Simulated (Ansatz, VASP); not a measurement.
**Ni in VASP and in Ansatz**

INCAR

```
SYSTEM = Ni
  PREC = Accurate
  ENCUT = 520
  EDIFF = 1E-7
  ISMEAR = -1
  SIGMA = 0.05
  LREAL = .False.
  LASPH = .True.
  NELM = 150
  ALGO = Normal
  ISIF = 2
  LWAVE = .False.
  LCHARG = .False.
  ISPIN = 2
  MAGMOM = 0.643 0.69 0.69
  LORBIT = 11
  LMAXMIX = 4
  GGA = B5
  ALDAX = 1.0
  AGGAX = 1.0
  AGGAC = 1.0
  ALDAC = 0.0
  NBANDS = 26
```

The input KPOINTS:

```
Automatic mesh
0
Gamma
  12 12 17
  0 0 0
```

The input POSCAR:

```
Ni
1.0
    4.0571890610      0.0000000000      0.0000000000
   -2.0285945305      3.5136287948      0.0000000000
    0.0000000000      0.0000000000      2.4599623030
Ni
3
Direct
    0.0000000000      1.0000000000      0.0000000000
    0.3333333333      0.6666666667      0.5000000000
    0.6666666667      0.3333333333      0.5000000000
```

Input for Ansatz:

```yaml
crystal:
  lattice:
    - [4.057189061, 0.0, 0.0]
    - [-2.0285945305, 3.5136287948, 0.0]
    - [0.0, 0.0, 2.459962303]
  atoms:
    - { symbol: Ni, position: [0.0, 1.0, 0.0], spin: 0.643 }
    - { symbol: Ni, position: [0.3333333333, 0.6666666667, 0.5], spin: 0.69 }
    - { symbol: Ni, position: [0.6666666667, 0.3333333333, 0.5], spin: 0.69 }
hamiltonian:
  xc: blyp
  pseudopotentials:
    kind: paw
    azcp:
      Ni: "pseudopotentials/Ni.paw.azcp"
basis:
  ecutwfc: 420
  fft_grid_basis: typed
kpoints:
  mp_grid: { grid: [12, 12, 17], shift: [0, 0, 0] }
magnetization:
  spin_polarized: true
scf:
  occupations: { method: fermi_dirac, width: 0.05 }
```

Alike in both runs: task single point; functional BLYP; k mesh 12 × 12 × 17; occupations fermi-dirac, width 0.05 eV; collinear spin.

```csv
,VASP,Ansatz
version,VASP 6.6.1,Ansatz 0.2.0
potentials or method,"VASP PAW PBE potentials, release 64 (Ni), cutoff 520 eV","plane waves (420 eV) with PAW, scalar-relativistic"
valence electrons in the cell,30,54
```

Ansatz gave:

| Property | Result |
| --- | --- |
| net moment per atom (μB) | 0.63 |
| size of the moment on the site where the two differ most (μB) | 0.68 |

Problem. What did VASP give for the same quantities?

Solution. net moment per atom (μB): 0.61; size of the moment on the site where the two differ most (μB): 0.64.

VASP's potentials were made for PBE, not for BLYP. Site moments also hang on the region over which each program counts them. VASP's potentials hold 30 valence electrons a cell and Ansatz's 54, so a difference there can come from the potentials and not from the codes.
